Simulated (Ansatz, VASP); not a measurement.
# Two plane-wave programs on ZnO

File POSCAR:

```
ZnO
1.0
    3.2352047606      0.0000000000      0.0000000000
   -1.6176023803      2.8017695091      0.0000000000
    0.0000000000      0.0000000000      5.2113589508
Zn O
2 2
Direct
    0.3333333333      0.6666666667      0.4996911392
    0.6666666667      0.3333333333     -0.0003088608
    0.6666666667      0.3333333333      0.3793188608
    0.3333333333      0.6666666667      0.8793188608
```

Contents of INCAR.step1:

```
ALGO     = Normal         # electronic algorithm
EDIFF    = 1E-4           # SCF threshold, eV
ENCUT    = 520            # plane-wave cutoff, eV
GGA      = PE             # functional
ISMEAR   = 0              # smearing method
LASPH    = True           # aspherical terms in the spheres
LCHARG   = False          # write CHGCAR
LREAL    = False          # projectors in reciprocal space
LWAVE    = True           # write WAVECAR
NBANDS   = 26             # bands
NELM     = 100            # most SCF steps
PREC     = Accurate       # precision mode
SIGMA    = 0.02           # smearing width, eV
```

Contents of INCAR.step2:

```
ALGO     = Normal         # electronic algorithm
EDIFF    = 1E-6           # SCF threshold, eV
ENCUT    = 520            # plane-wave cutoff, eV
ISIF     = 2              # what is computed and relaxed
ISMEAR   = 0              # smearing method
ISTART   = 1            
LASPH    = True           # aspherical terms in the spheres
LCHARG   = True           # write CHGCAR
LELF     = True           # ELF
LMIXTAU  = True         
LREAL    = False          # projectors in reciprocal space
LVHAR    = True         
LWAVE    = False          # write WAVECAR
METAGGA  = R2SCAN         # meta-GGA
NBANDS   = 26             # bands
NELM     = 100            # most SCF steps
PREC     = Accurate       # precision mode
SIGMA    = 0.02           # smearing width, eV
```

File KPOINTS:

```
k-points
0
Gamma
  9 9 6
```

Input for Ansatz:

```yaml
crystal:
  lattice:
    - [3.2352047591, 0.0, 0.0]
    - [-1.6176023795, 2.8017695078, 0.0]
    - [0.0, 0.0, 5.2113589637]
  atoms:
    - { symbol: Zn, position: [0.3333333333, 0.6666666667, 0.4996911395] }
    - { symbol: Zn, position: [0.6666666667, 0.3333333333, -0.0003088605] }
    - { symbol: O, position: [0.6666666667, 0.3333333333, 0.3793188605] }
    - { symbol: O, position: [0.3333333333, 0.6666666667, 0.8793188605] }
basis:
  ecutwfc: 500
kpoints:
  mp_grid: { grid: [9, 9, 6] }
  band_path: { path: [VBM, CBM], npoints: 2 }
hamiltonian:
  xc: r2scan
scf:
  occupations: { method: gaussian, width: 0.02 }
output:
  forces: false
  stress: false
  eigenvalues: true
checkpoint:
  read: start.run
  write: ck
  compress: false
  write_wavefunctions: false
  write_every: 100000
```

Alike in both runs: task single point; functional r2SCAN; k mesh 9 × 9 × 6; occupations gaussian, width 0.02 eV; no spin polarisation.

|  | VASP | Ansatz |
| --- | --- | --- |
| version | VASP 6.6.1 | Ansatz 0.2.0 |
| potentials or method | VASP PAW PBE potentials, release 64 (Zn, O), cutoff 520 eV | scalar-relativistic, plane waves, PAW |
| valence electrons in the cell | 36 | 36 |

|  | VASP | Ansatz | Ansatz less VASP |
| --- | --- | --- | --- |
| gap on the k mesh at the Fermi level (eV) | 1.23 | 1.24 | +0.003 |
| least direct gap on the mesh (eV) | 1.23 | 1.24 | +0.003 |

VASP's potentials were made for PBE, not for r2SCAN.
